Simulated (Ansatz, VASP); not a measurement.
**ScPd in VASP and in Ansatz**

```
Sc Pd
1.0
     3.21598    0.00000    0.00000
     0.00000    3.21598    0.00000
     0.00000    0.00000    3.21598
Sc Pd
1 1
Direct
  0.50000 0.50000 0.50000
  0.00000 0.00000 0.00000
```

Change from the starting cell: volume scaled by 0.94, crystal datasets.

Alike in both runs: task electric field gradients; functional PBEsol; k mesh 12 × 12 × 12; occupations fermi-dirac, width 0.05 eV; no spin polarisation.

|  | VASP | Ansatz |
| --- | --- | --- |
| version | VASP 6.6.1 | Ansatz 0.2.0 |
| potentials or method | VASP PAW PBE potentials, release 64 (Sc_sv, Pd), cutoff 400 eV | all-electron PAW with datasets made for the crystal, scalar-relativistic |

|  | VASP | Ansatz | Ansatz less VASP |
| --- | --- | --- | --- |
| pressure (GPa) | 6.6 | 6.6 | -0.01 |

VASP's potentials were made for PBE, not for PBEsol. Ansatz ran all-electron here, and VASP with PAW potentials.
